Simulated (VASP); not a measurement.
# MoSe (F-43m) in VASP: further runs, part 2 of 2

VASP 6.6.1. Earlier steps stand in the parts before.

### 3 Single point, r2SCAN+U, collinear spin

File POSCAR:

```
MoSe
1.0
    0.0000000000      3.1108253274      3.1108253274
    3.1108253274      0.0000000000      3.1108253274
    3.1108253274      3.1108253274      0.0000000000
Mo Se
1 1
Direct
    0.0000000000      0.0000000000      0.0000000000
    0.2500000000      0.2500000000      0.2500000000
```

File INCAR.step1:

```
ALGO = Normal
EDIFF = 1E-4
ENCUT = 520
GGA = PE
ISMEAR = 0
ISPIN = 2
LASPH = T
LCHARG = F
LDAU = T
LDAUJ = 0 0
LDAUL = 2 -1
LDAUTYPE = 2
LDAUU = 4.38 0
LMAXMIX = 4
LREAL = F
LWAVE = T
MAGMOM = 3.5 0
NBANDS = 21
NELM = 150
PREC = Accurate
SIGMA = 0.1
```

File INCAR.step2:

```
ALGO = Normal
EDIFF = 1E-6
ENCUT = 520
ISIF = 2
ISMEAR = 0
ISPIN = 2
ISTART = 1
LASPH = T
LCHARG = F
LDAU = T
LDAUJ = 0 0
LDAUL = 2 -1
LDAUPRINT = 1
LDAUTYPE = 2
LDAUU = 4.38 0
LMAXMIX = 4
LMIXTAU = T
LORBIT = 11
LREAL = F
LWAVE = F
MAGMOM = 3.5 0
METAGGA = R2SCAN
NBANDS = 21
NELM = 150
PREC = Accurate
SIGMA = 0.1
```

File KPOINTS:

```
k-points
0
Gamma
  12 12 12
```

Potentials or basis: VASP PAW PBE potentials, release 64 (Mo_sv, Se).

On the command line:

```bash
$ cat potpaw_PBE.64/Mo_sv/POTCAR potpaw_PBE.64/Se/POTCAR > POTCAR
$ cp INCAR.step1 INCAR
$ mpirun -np 1 vasp_std > vasp.out
$ cp INCAR.step2 INCAR
$ mpirun -np 1 vasp_std > vasp.out
```

OUTCAR:

```text
EDIFF = 1E-6
   ENCUT = 520
   ISIF = 2
   ISMEAR = 0
   ISPIN = 2
   ISTART = 1
   LASPH = T
   LORBIT = 11
   LREAL = F
   METAGGA = R2SCAN
   NELM = 150
   PREC = Accurate

 ion  position               nearest neighbor table
   1  0.000  0.000  0.000-   2 2.69   2 2.69   2 2.69   2 2.69
   2  0.250  0.250  0.250-   1 2.69   1 2.69   1 2.69   1 2.69

  LATTYP: Found a face centered cubic cell.
 ALAT       =     6.2216506548

  Lattice vectors:

 A1 = (   0.0000000000,   3.1108253274,   3.1108253274)
 A2 = (   3.1108253274,   0.0000000000,   3.1108253274)
 A3 = (   3.1108253274,   3.1108253274,   0.0000000000)

Analysis of symmetry for initial positions (statically):
=====================================================================
 Subroutine PRICEL returns:
 Original cell was already a primitive cell.

 Routine SETGRP: Setting up the symmetry group for a
 face centered cubic supercell.

 Subroutine GETGRP returns: Found 24 space group operations
 (whereof 24 operations were pure point group operations)
 out of a pool of 48 trial point group operations.

The static configuration has the point symmetry T_d .

Analysis of symmetry for dynamics (positions and initial velocities):
=====================================================================
 Subroutine PRICEL returns:
 Original cell was already a primitive cell.

 Routine SETGRP: Setting up the symmetry group for a
 face centered cubic supercell.

[... 190 lines left out ...]
  o =  0.7039  v =  1.0000  0.0000  0.0000  0.0000  0.0000  0.0000  0.0000  0.0000  0.0000  0.0000      0.0000  0.0000  0.0000  0.0000  0.0000  0.0000  0.0000  0.0000  0.0000  0.0000
  o =  0.8312  v =  0.0000 -0.0000  0.0263  0.0000 -0.9997  0.0000  0.0000  0.0000  0.0000  0.0000      0.0000  0.0000  0.0000  0.0000  0.0000  0.0000  0.0000  0.0000  0.0000  0.0000
  o =  0.8312  v =  0.0000  0.0000 -0.9997  0.0000 -0.0263  0.0000  0.0000  0.0000  0.0000  0.0000      0.0000  0.0000  0.0000  0.0000  0.0000  0.0000  0.0000  0.0000  0.0000  0.0000

 number of electron      20.0000000 magnetization       4.0000000

 Free energy of the ion-electron system (eV)
  ---------------------------------------------------
  ext. energy  EPLUGINS =         0.00000000
  ---------------------------------------------------
  free energy    TOTEN  =       -36.58106756 eV

  energy without entropy =      -36.57655241  energy(sigma->0) =      -36.57880999

 E-fermi :   3.8057     XC(G=0):  -9.2609

 val. band max:        3.8044187397   @ k =  -0.4167   0.2500   0.0833
 cond. band min:       3.8347878346   @ k =   0.2500   0.2500   0.0000
 fundamental gap:      0.0303690949
 Fermi energy:         3.8056896048

 spin component 1

 k-point     1 :       0.0000    0.0000    0.0000
  band No.  band energies     occupation
      1     -59.9273      1.00000
      2     -33.5242      1.00000
      3     -33.5242      1.00000
      4     -33.5242      1.00000
      5     -10.1956      1.00000
      6      -1.0023      1.00000
[... 1145 lines left out ...]
     20      16.5156      0.00000
     21      18.6943      0.00000

 [... further k-points ...]

------------------------ aborting loop because EDIFF is reached ----------------------------------------

  FORCE on cell =-STRESS in cart. coord.  units (eV):
  Direction    XX          YY          ZZ          XY          YZ          ZX
  --------------------------------------------------------------------------------------
  -------------------------------------------------------------------------------------
  Total       -0.3125160     -0.3125160     -0.3125160      0.0000000      0.0000000      0.0000000
  in kB       -8.3162191     -8.3162191     -8.3162191      0.0000000      0.0000000      0.0000000
  external PRESSURE =      -8.3162191 kB  Pullay stress =       0.0000000 kB

 VOLUME and BASIS-vectors are now :
 -----------------------------------------------------------------------------
  energy-cutoff  :      520.00
  volume of cell :       60.21
      direct lattice vectors                 reciprocal lattice vectors
     0.000000000  3.110825327  3.110825327    -0.160729050  0.160729050  0.160729050
     3.110825327  0.000000000  3.110825327     0.160729050 -0.160729050  0.160729050
     3.110825327  3.110825327  0.000000000     0.160729050  0.160729050 -0.160729050

 POSITION                                       TOTAL-FORCE (eV/Angst)
 -----------------------------------------------------------------------------------
      0.00000      0.00000      0.00000         0.000000      0.000000      0.000000
      1.55541      1.55541      1.55541        -0.000000     -0.000000     -0.000000
 -----------------------------------------------------------------------------------
    total drift:                                0.000000      0.000000      0.000000

  FREE ENERGIE OF THE ION-ELECTRON SYSTEM (eV)
  ---------------------------------------------------
  free  energy   TOTEN  =       -36.5810675636 eV

  energy  without entropy=      -36.5765524073  energy(sigma->0) =      -36.57880999

 total charge

# of ion       s       p       d       tot
------------------------------------------
    1        2.199   6.061   3.919  12.180
    2        1.442   2.427   0.035   3.904
--------------------------------------------------
tot          3.641   8.488   3.955  16.083

 magnetization (x)

# of ion       s       p       d       tot
------------------------------------------
    1        0.072   0.039   3.566   3.677
    2        0.003  -0.257   0.032  -0.222
--------------------------------------------------
tot          0.075  -0.219   3.598   3.454
```

OUTCAR.step1:

```text
EDIFF = 1E-4
   ENCUT = 520
   GGA = PE
   ISMEAR = 0
   ISPIN = 2
[... 1398 lines left out ...]
 -----------------------------------------------------------------------------------
      0.00000      0.00000      0.00000         0.000000      0.000000      0.000000
      1.55541      1.55541      1.55541        -0.000000     -0.000000     -0.000000
 -----------------------------------------------------------------------------------
    total drift:                                0.000000      0.000000      0.000000

  FREE ENERGIE OF THE ION-ELECTRON SYSTEM (eV)
  ---------------------------------------------------
  free  energy   TOTEN  =        -9.8969552775 eV

  energy  without entropy=       -9.8914643616  energy(sigma->0) =       -9.89420982
```

Run time: 7.1 min. Hardware: 1 thread of AMD EPYC 9R45 (Zen 5), shared host; peak memory 0.32 GiB.

What came out:

```
Free energy                                           : -36.5811 eV
Pressure                                              : -0.8 GPa
Band gap on the k mesh                                : zero (filled and empty bands overlap)
Net moment                                            : 4.00 μB per cell
Site moments                                          : Mo +3.68; Se -0.22 μB
Valence electrons inside the program's atomic spheres : Mo 12.18; Se 3.90
```

Eigenvalues of the final occupation matrices:
```tsv
site	spin	trace	eigenvalues
site 1 d	1	3.77	0.70 0.70 0.70 0.83 0.83
site 1 d	2	0.18	0.01 0.01 0.05 0.05 0.05
```

Caveat: the PAW data sets were made with another functional, which shifts forces and pressure a little.
